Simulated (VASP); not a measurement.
# Na: single point with PBE

Na:

```xyz
1
Lattice="-2.0986 2.0986 2.0986 2.0986 -2.0986 2.0986 2.0986 2.0986 -2.0986" Properties=species:S:1:pos:R:3 pbc="T T T"
Na    0.0000    0.0000    0.0000
```

| Property | Result |
| --- | --- |
| Program | VASP 6.6.1 |
| Task | single point |
| Functional | PBE |
| Potentials or basis | VASP PAW PBE potentials, release 64 (Na_pv) |
| Cutoff | 520 eV |
| k mesh | 14 × 14 × 14 |
| Occupations | gaussian, width 0.05 eV |
| Spin | no spin polarisation |
| Dipole correction | no |
| k mesh for the DOS | 21 × 21 × 21 |
| Occupations for the DOS | tetrahedron |
| Further INCAR settings | ALGO = Normal; EDIFF = 1e-07; NBANDS = 10 |

- Valence electrons inside the program's atomic spheres: Na 6.06

Levels at points of the mesh, in eV from the Fermi level:
```
           k point  band 1  band 2  band 3  band 4  band 5  band 6  band 7  band 8
(0.00, 0.00, 0.00)  -24.92  -24.92  -24.92   -3.31   11.73   11.73   11.73   12.73
```

It took 46 s on 1 thread of Intel(R) Xeon(R) Platinum 8488C (Sapphire Rapids) (shared host), peak memory 0.21 GiB.
